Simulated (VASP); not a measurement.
# Y (Im-3m) in VASP: further runs

The runs below take Y through single point, relaxation of cell and atoms, with PBE.

Everything below comes from runs of VASP 6.6.1. Logs are shortened: lines on timing, memory, paths and dates and some standing lists are left out, and cuts for length are marked.

## (1) The cell of the first run

It takes space group Im-3m (No. 229, cubic). Conventional cell: a = 4.045 Å, b = 4.045 Å, c = 4.045 Å, α = 90.00°, β = 90.00°, γ = 90.00°. Within 4.6 Å of Y (site symmetry m-3m) lie 14 Y at 3.50 to 4.05 Å.

## (2) Single point, PBE

The input, INCAR:

```
  PREC = Accurate
  ENCUT = 520
  EDIFF = 1E-6
  ISMEAR = -1
  SIGMA = 0.1
  LREAL = F
  LASPH = T
  NELM = 60
  ALGO = Normal
  ISIF = 2
  LWAVE = F
  LCHARG = F
  GGA = PE
  NBANDS = 12
```

The input, KPOINTS:

```
Automatic mesh
0
Gamma
  16 16 16
```

The input, POSCAR:

```
Y
1.0
    2.0225168521      2.0225168521      2.0225168521
   -2.0225168521      2.0225168521      2.0225168521
   -2.0225168521     -2.0225168521      2.0225168521
Y
1
Direct
    0.0000000000      0.0000000000      0.0000000000
```

Potentials or basis: VASP PAW PBE potentials, release 64 (Y_sv).

Launch:

```bash
cat potpaw_PBE.64/Y_sv/POTCAR > POTCAR
mpirun -np 1 vasp_std > vasp.out
```

OUTCAR:

```text
PREC = Accurate
   ENCUT = 520
   EDIFF = 1E-6
   ISMEAR = -1
   LREAL = F
   LASPH = T
   NELM = 60
   ISIF = 2
   GGA = PE

 ion  position               nearest neighbor table
   1  0.000  0.000  0.000-

  LATTYP: Found a body centered cubic cell.
 ALAT       =     4.0450337042

  Lattice vectors:

 A1 = (   2.0225168521,  -2.0225168521,  -2.0225168521)
 A2 = (   2.0225168521,   2.0225168521,   2.0225168521)
 A3 = (  -2.0225168521,  -2.0225168521,   2.0225168521)

Analysis of symmetry for initial positions (statically):
=====================================================================
 Subroutine PRICEL returns:
 Original cell was already a primitive cell.

 Routine SETGRP: Setting up the symmetry group for a
 body centered cubic supercell.

 Subroutine GETGRP returns: Found 48 space group operations
 (whereof 48 operations were pure point group operations)
 out of a pool of 48 trial point group operations.

The static configuration has the point symmetry O_h .

Analysis of symmetry for dynamics (positions and initial velocities):
=====================================================================
 Subroutine PRICEL returns:
 Original cell was already a primitive cell.

 Routine SETGRP: Setting up the symmetry group for a
 body centered cubic supercell.

 Subroutine GETGRP returns: Found 48 space group operations
 (whereof 48 operations were pure point group operations)
 out of a pool of 48 trial point group operations.

The dynamic configuration has the point symmetry O_h .

 Subroutine INISYM returns: Found 48 space group operations
 (whereof 48 operations are pure point group operations),
 and found     1 'primitive' translations

----------------------------------------------------------------------------------------

                                     Primitive cell

  volume of cell :      33.0930

  direct lattice vectors                    reciprocal lattice vectors
     2.022516852  2.022516852  2.022516852     0.247216729  0.000000000  0.247216729
    -2.022516852  2.022516852  2.022516852    -0.247216729  0.247216729  0.000000000
    -2.022516852 -2.022516852  2.022516852     0.000000000 -0.247216729  0.247216729

  length of vectors
     3.503101947  3.503101947  3.503101947     0.349617251  0.349617251  0.349617251

  position of ions in fractional coordinates (direct lattice)
     0.000000000  0.000000000  0.000000000

  ion indices of the primitive-cell ions
   primitive index   ion index
                 1           1

----------------------------------------------------------------------------------------

 KPOINTS: Automatic mesh

Automatic generation of k-mesh.
 Grid dimensions read from file:
 generate k-points for:   16   16   16

 Generating k-lattice:

  Cartesian coordinates                     Fractional coordinates (reciprocal lattice)
     0.015451046  0.000000000  0.015451046     0.062500000  0.000000000  0.000000000
    -0.015451046  0.015451046  0.000000000     0.000000000  0.062500000  0.000000000
     0.000000000 -0.015451046  0.015451046     0.000000000  0.000000000  0.062500000

  Length of vectors
     0.021851078  0.021851078  0.021851078

  Shift w.r.t. Gamma in fractional coordinates (k-lattice)
     0.000000000  0.000000000  0.000000000

 Subroutine IBZKPT returns following result:
 ===========================================

 Found    145 irreducible k-points:

 Following reciprocal coordinates:
            Coordinates               Weight
  0.000000  0.000000  0.000000      1.000000
  0.062500  0.000000  0.000000     12.000000
  0.125000  0.000000  0.000000     12.000000
  0.187500  0.000000  0.000000     12.000000
  0.250000  0.000000  0.000000     12.000000
  0.312500  0.000000  0.000000     12.000000
[... 16 lines left out ...]
  0.375000  0.187500  0.000000     24.000000
  0.437500  0.187500  0.000000     48.000000
 [... further k-points ...]
   k-points           NKPTS =    145   k-points in BZ     NKDIM =    145   number of bands    NBANDS=     12
   number of dos      NEDOS =    301   number of ions     NIONS =      1
   total plane-waves  NPLWV =  21952
   dimension x,y,z NGX =    28 NGY =   28 NGZ =   28
   dimension x,y,z NGXF=    56 NGYF=   56 NGZF=   56
   ions per type =               1
   NGX,Y,Z   is equivalent  to a cutoff of  13.29, 13.29, 13.29 a.u.
   NGXF,Y,Z  is equivalent  to a cutoff of  26.58, 26.58, 26.58 a.u.
 SYSTEM =  unknown system
   PREC   = accura    normal or accurate (medium, high low for compatibility)
   ISTART =      0    job   : 0-new  1-cont  2-samecut
   ICHARG =      2    charge: 1-file 2-atom 10-const
   ISPIN  =      1    spin polarized calculation?
   LNONCOLLINEAR =      F non collinear calculations
   LSORBIT =      F    spin-orbit coupling
   LASPH  =      T    aspherical Exc in radial PAW
   ENCUT  =  520.0 eV  38.22 Ry    6.18 a.u.   6.51  6.51  6.51*2*pi/ulx,y,z
   NELM   =     60;   NELMIN=  2; NELMDL= -5     # of ELM steps
   EDIFF  = 0.1E-05   stopping-criterion for ELM
   LREAL  =      F    real-space projection
   EDIFFG = 0.1E-04   stopping-criterion for IOM
   NSW    =      0    number of steps for IOM
   IBRION =     -1    ionic relax: 0-MD 1-quasi-New 2-CG
   NFREE  =      0    steps in history (QN), initial steepest desc. (CG)
   ISIF   =      2    stress and relaxation
   ISYM   =      2    0-nonsym 1-usesym 2-fastsym
   POTIM  = 0.5000    time-step for ionic-motion
   TEBEG  =    0.0;   TEEND  =   0.0 temperature during run
   PSTRESS=    0.0 pullay stress
   NELECT =      11.0000    total number of electrons
   NUPDOWN=      -1.0000    fix difference up-down
   EMIN   =  10.00;   EMAX   =-10.00  energy-range for DOS
   EFERMI =   0.00;   METHOD = LEGACY
   ISMEAR =    -1;   SIGMA  =   0.10  broadening in eV -4-tet -1-fermi 0-gaus
   EFERMI_NEDOS =   21; number of points for ismear=-14 and -15
   IALGO  =     38    algorithm
   IMIX   =      4    mixing-type and parameters
     AMIX     =   0.40;   BMIX     =  1.00
     AMIX_MAG =   1.60;   BMIX_MAG =  1.00
  volume/ion in A,a.u.               =      33.09       223.32
  Fermi-wavevector in a.u.,A,eV,Ry     =   1.134036  2.143018 17.497610  1.286038
  Thomas-Fermi vector in A             =   2.270740
   LORBIT       =      0    0 simple, 1 ext, 2 COOP (PROOUT), +10 PAW based schemes
   GGA     = PE    functional components
   LHFCALC =     F    Hartree Fock is set to
   AEXX    =    0.0000 exact exchange contribution
   IVDW    =     0    specifies the selected vdW correction
   LEPSILON=     F    determine dielectric tensor
   LRPA    =     F    only Hartree local field effects (RPA)
 non-spin polarized calculation
  energy-cutoff  :      520.00
  volume of cell :       33.09
 maximum number of plane-waves:       935
 NGX is ok and might be reduce to    28
   NGX = 13   NGY = 13   NGZ = 13

 number of electron      11.0000000 magnetization

 Free energy of the ion-electron system (eV)
  ---------------------------------------------------
  ext. energy  EPLUGINS =         0.00000000
  ---------------------------------------------------
  free energy    TOTEN  =        -6.35033685 eV

  energy without entropy =       -6.26993589  energy(sigma->0) =       -6.31013637

 E-fermi :   3.0957     XC(G=0):  -9.4007

 val. band max:        3.0956424795   @ k =  -0.3750   0.3750   0.1250
 cond. band min:       3.0980760911   @ k =   0.5000   0.1875   0.0000
 fundamental gap:      0.0024336116
 Fermi energy:         3.0956961575

 k-point     1 :       0.0000    0.0000    0.0000
  band No.  band energies     occupation
      1     -39.7736      2.00000
      2     -19.4754      2.00000
      3     -19.4754      2.00000
      4     -19.4754      2.00000
      5      -1.7013      2.00000
      6       4.7560      0.00000
      7       4.7560      0.00000
      8       4.7560      0.00000
      9       6.6557      0.00000
     10       6.6557      0.00000
     11      13.3250      0.00000
     12      13.3250      0.00000

 k-point     2 :       0.0625    0.0000    0.0000
  band No.  band energies     occupation
      1     -39.7712      2.00000
      2     -19.4969      2.00000
      3     -19.4821      2.00000
      4     -19.4755      2.00000
      5      -1.5999      2.00000
      6       4.6810      0.00000
      7       4.7230      0.00000
      8       4.8532      0.00000
      9       6.5381      0.00000
     10       6.6535      0.00000
     11      13.4197      0.00000
     12      13.5184      0.00000

 k-point     3 :       0.1250    0.0000    0.0000
  band No.  band energies     occupation
      1     -39.7642      2.00000
      2     -19.5575      2.00000
      3     -19.5011      2.00000
      4     -19.4757      2.00000
      5      -1.3050      2.00000
      6       4.4798      0.00000
      7       4.5837      0.00000
      8       5.1416      0.00000
      9       6.3238      0.00000
     10       6.6557      0.00000
     11      13.6302      0.00000
     12      14.0723      0.00000
[... 286 lines left out ...]
 k-point    23 :       0.3750    0.1875    0.0000
  band No.  band energies     occupation
      1     -39.7259      2.00000
      2     -19.8401      2.00000
      3     -19.6027      2.00000
      4     -19.5136      2.00000
      5       0.5431      2.00000
      6       3.4040      0.08760
      7       3.7001      0.00473
      8       6.1077      0.00000
      9       7.1224      0.00000
     10       7.2886      0.00000
     11      12.4656      0.00000
     12      13.9092      0.00000

 k-point    24 :       0.4375    0.1875    0.0000
  band No.  band energies     occupation
      1     -39.7162      2.00000
      2     -19.8936      2.00000
      3     -19.6471      2.00000
      4     -19.5205      2.00000
      5       1.1102      2.00000
      6       3.1649      0.66710
      7       3.5566      0.01973
      8       6.2553      0.00000
      9       7.1674      0.00000
     10       8.0748      0.00000
     11      11.5860      0.00000
     12      13.2336      0.00000

 [... further k-points ...]
[... 5 lines left out ...]
  --------------------------------------------------------------------------------------
  -------------------------------------------------------------------------------------
  Total       -0.0164969     -0.0164969     -0.0164969      0.0000000      0.0000000     -0.0000000
  in kB       -0.7986855     -0.7986855     -0.7986855      0.0000000      0.0000000     -0.0000000
  external PRESSURE =      -0.7986855 kB  Pullay stress =       0.0000000 kB

 VOLUME and BASIS-vectors are now :
 -----------------------------------------------------------------------------
  energy-cutoff  :      520.00
  volume of cell :       33.09
      direct lattice vectors                 reciprocal lattice vectors
     2.022516852  2.022516852  2.022516852     0.247216729  0.000000000  0.247216729
    -2.022516852  2.022516852  2.022516852    -0.247216729  0.247216729  0.000000000
    -2.022516852 -2.022516852  2.022516852     0.000000000 -0.247216729  0.247216729

 POSITION                                       TOTAL-FORCE (eV/Angst)
 -----------------------------------------------------------------------------------
      0.00000      0.00000      0.00000         0.000000      0.000000      0.000000
 -----------------------------------------------------------------------------------
    total drift:                               -0.000000      0.000000     -0.000000

  FREE ENERGIE OF THE ION-ELECTRON SYSTEM (eV)
  ---------------------------------------------------
  free  energy   TOTEN  =        -6.3503368511 eV

  energy  without entropy=       -6.2699358908  energy(sigma->0) =       -6.31013637
```

Wall time 43 s (1 thread of Intel Xeon Platinum 8488C (Sapphire Rapids), shared host); peak memory 0.21 GiB.

What came out:

```
Free energy : -6.3503 eV
Pressure    : -0.1 GPa
```

## (3) Single point, PBE

The input, INCAR:

```
SYSTEM = Y
  PREC = Accurate
  ENCUT = 520
  EDIFF = 1E-7
  ISMEAR = -1
  SIGMA = 0.1
  LREAL = .FALSE.
  LASPH = .TRUE.
  NELM = 100
  ALGO = Normal
  ISIF = 2
  LWAVE = .FALSE.
  LCHARG = .TRUE.
  GGA = PE
  LELF = .TRUE.
  LVHAR = .TRUE.
  NBANDS = 12
```

The input, KPOINTS:

```
Automatic mesh
0
G
  16 16 16
  0 0 0
```

POSCAR is that of step 2.

Potentials or basis: VASP PAW PBE potentials, release 64 (Y_sv).

Launch:

```bash
cat potpaw_PBE.64/Y_sv/POTCAR > POTCAR
mpirun -np 1 vasp_std > vasp.out
```

Run time: 48 s. Hardware: 1 thread of Intel Xeon Platinum 8488C (Sapphire Rapids), shared host; peak memory 0.22 GiB.

It converged, with:

```
Free energy : -6.3503 eV
Pressure    : -0.1 GPa
```

Levels at points of the mesh, in eV from the Fermi level:
| k point | band 1 | band 2 | band 3 | band 4 | band 5 | band 6 | band 7 | band 8 | band 9 | band 10 |
| --- | --- | --- | --- | --- | --- | --- | --- | --- | --- | --- |
| (0.00, 0.00, 0.00) | -42.87 | -22.57 | -22.57 | -22.57 | -4.80 | 1.66 | 1.66 | 1.66 | 3.56 | 3.56 |
| (0.50, 0.00, 0.00) | -42.80 | -23.10 | -22.74 | -22.57 | -1.98 | 0.19 | 0.72 | 3.49 | 4.13 | 5.77 |
| (0.50, 0.50, 0.50) | -42.76 | -22.94 | -22.94 | -22.94 | -1.44 | -1.44 | 5.24 | 5.24 | 5.24 | 5.41 |

## (4) Relaxation of cell and atoms, PBE

This run uses another cell than the first one, of 32.97 Å³/atom, 0.996 times its volume.

The input, INCAR:

```
PREC = Accurate ; ENCUT = 600
EDIFF = 1E-7 ; ISMEAR = -1
SIGMA = 0.1 ; LREAL = False
LASPH = True ; NELM = 80
ALGO = Normal ; ISIF = 3
LWAVE = False ; LCHARG = False
GGA = PE ; IBRION = 2
NSW = 80 ; EDIFFG = -0.02
```

The input, KPOINTS:

```
Automatic mesh
0
Gamma
  16 16 16
```

The input, POSCAR:

```
Y
1.0
    2.0200000000      2.0200000000      2.0200000000
   -2.0200000000      2.0200000000      2.0200000000
   -2.0200000000     -2.0200000000      2.0200000000
Y
1
Direct
    0.0000000000      0.0000000000      0.0000000000
```

Potentials or basis: VASP PAW PBE potentials, release 64 (Y_sv).

Launch:

```bash
cat potpaw_PBE.64/Y_sv/POTCAR > POTCAR
mpirun -np 1 vasp_std > vasp.out
```

OUTCAR:

```text
PREC = Accurate
   ENCUT = 600
   EDIFF = 1E-7
   ISMEAR = -1
   LREAL = False
   LASPH = True
   NELM = 80
   ISIF = 3
   GGA = PE
   IBRION = 2
   NSW = 80
   EDIFFG = -0.02

 ion  position               nearest neighbor table
   1  0.000  0.000  0.000-

  LATTYP: Found a body centered cubic cell.
 ALAT       =     4.0400000000

  Lattice vectors:

 A1 = (   2.0200000000,  -2.0200000000,  -2.0200000000)
 A2 = (   2.0200000000,   2.0200000000,   2.0200000000)
 A3 = (  -2.0200000000,  -2.0200000000,   2.0200000000)

[... 459 lines left out ...]
      3     -19.6188      2.00000
      4     -19.4907      2.00000
      5       1.1288      2.00000
      6       3.1822      0.67232
      7       3.5755      0.01963
      8       6.2839      0.00000
      9       7.2015      0.00000

 [... further k-points ...]
[... 5 lines left out ...]
  --------------------------------------------------------------------------------------
  -------------------------------------------------------------------------------------
  Total        0.0119458      0.0119458      0.0119458      0.0000000      0.0000000     -0.0000000
  in kB        0.5805124      0.5805124      0.5805124      0.0000000      0.0000000     -0.0000000
  external PRESSURE =       0.5805124 kB  Pullay stress =       0.0000000 kB

 VOLUME and BASIS-vectors are now :
 -----------------------------------------------------------------------------
  energy-cutoff  :      600.00
  volume of cell :       32.97
      direct lattice vectors                 reciprocal lattice vectors
     2.020000000  2.020000000  2.020000000     0.247524752  0.000000000  0.247524752
    -2.020000000  2.020000000  2.020000000    -0.247524752  0.247524752  0.000000000
    -2.020000000 -2.020000000  2.020000000     0.000000000 -0.247524752  0.247524752

 POSITION                                       TOTAL-FORCE (eV/Angst)
 -----------------------------------------------------------------------------------
      0.00000      0.00000      0.00000        -0.000000      0.000000      0.000000
 -----------------------------------------------------------------------------------
    total drift:                               -0.000000      0.000000     -0.000000

  FREE ENERGIE OF THE ION-ELECTRON SYSTEM (eV)
  ---------------------------------------------------
  free  energy   TOTEN  =        -6.3503721335 eV

  energy  without entropy=       -6.2702015988  energy(sigma->0) =       -6.31028687

 reached required accuracy - stopping structural energy minimisation
```

CONTCAR:

```text
Y
   1.00000000000000
     2.0200000000000000    2.0200000000000000    2.0200000000000000
    -2.0200000000000000    2.0200000000000000    2.0200000000000000
    -2.0200000000000000   -2.0200000000000000    2.0200000000000000
  Y
     1
Direct
     0.0000000000000000    0.0000000000000000    0.0000000000000000

  0.00000000E+00  0.00000000E+00  0.00000000E+00
```

It took 31 s on 1 thread of Intel Xeon Platinum 8488C (Sapphire Rapids), shared host; peak memory 0.22 GiB.

Results:

```
Free energy             : -6.3504 eV
Pressure after relaxing : 0.1 GPa
```

Final structure:
```cif
data_structure
_symmetry_space_group_name_H-M 'P 1'
_symmetry_Int_Tables_number 1
_cell_length_a 3.4987
_cell_length_b 3.4987
_cell_length_c 3.4987
_cell_angle_alpha 70.529
_cell_angle_beta 109.471
_cell_angle_gamma 70.529
_cell_volume 32.97
loop_
_atom_site_label
_atom_site_type_symbol
_atom_site_fract_x
_atom_site_fract_y
_atom_site_fract_z
_atom_site_occupancy
Y1 Y 0.00000 0.00000 0.00000 1
```

Caveat: the relaxation stopped at its first step, so nothing moved.

## (5) Relaxation of cell and atoms, PBE

The input, INCAR:

```
PREC = Accurate ; ENCUT = 600
EDIFF = 1E-6 ; ISMEAR = -1
SIGMA = 0.1 ; LREAL = F
LASPH = T ; NELM = 100
ALGO = Normal ; ISIF = 3
LWAVE = F ; LCHARG = F
GGA = PE ; IBRION = 2
NSW = 80 ; EDIFFG = -0.02
```

The input, KPOINTS:

```
regular mesh
0
Gamma
  16 16 16
```

The input, POSCAR:

```
Y
1.0
    2.0225168521      2.0225168521      2.0225168521
   -2.0225168521      2.0225168521      2.0225168521
   -2.0225168521     -2.0225168521      2.0225168521
Y
1
Direct
    0.0000000000      0.0000000000      0.0000000000
```

Launch:

```bash
cat potpaw_PBE.64/Y_sv/POTCAR > POTCAR
mpirun -np 1 vasp_std > vasp.out
```

It took 30 s on 1 thread of Intel Xeon Platinum 8488C (Sapphire Rapids), shared host; peak memory 0.22 GiB.

It converged, with:

```
Free energy             : -6.3504 eV
Pressure after relaxing : -0.1 GPa
```

Final structure:
```
CELL_PARAMETERS angstrom
2.02252 2.02252 2.02252
-2.02252 2.02252 2.02252
-2.02252 -2.02252 2.02252
ATOMIC_POSITIONS crystal
Y 0.00000 0.00000 0.00000
```

Levels at points of the mesh, in eV from the Fermi level:
```
           k point  band 1  band 2  band 3  band 4  band 5  band 6  band 7  band 8  band 9
(0.00, 0.00, 0.00)  -42.87  -22.57  -22.57  -22.57   -4.80    1.66    1.66    1.66    3.56
(0.50, 0.00, 0.00)  -42.80  -23.10  -22.74  -22.57   -1.98    0.19    0.72    3.49    4.13
(0.50, 0.50, 0.50)  -42.76  -22.94  -22.94  -22.94   -1.44   -1.44    5.24    5.24    5.41
```

Caveat: the relaxation stopped at its first step, so nothing moved.

## (6) Overview

```tsv
task	cell	cutoff (eV)	gap on the mesh (eV)	pressure (GPa)
single point	a = 3.503 Å, angles 70.5, 109.5, 70.5°, 1 atom	520	none	-0.1
relaxation of cell and atoms	relaxed from a = 3.499 Å, angles 70.5, 109.5, 70.5°, 1 atom	600	none	0.1
relaxation of cell and atoms	relaxed from a = 3.503 Å, angles 70.5, 109.5, 70.5°, 1 atom	600	none	-0.1
```

Alike in all rows: level PBE; potentials or basis VASP PAW PBE potentials, release 64 (Y_sv); no spin polarisation; k mesh 16 × 16 × 16; smearing fermi-dirac 0.1 eV.

Caveats: the relaxation stopped at its first step, so nothing moved (some runs).

Absolute energies hang on the potentials; compare differences alone.
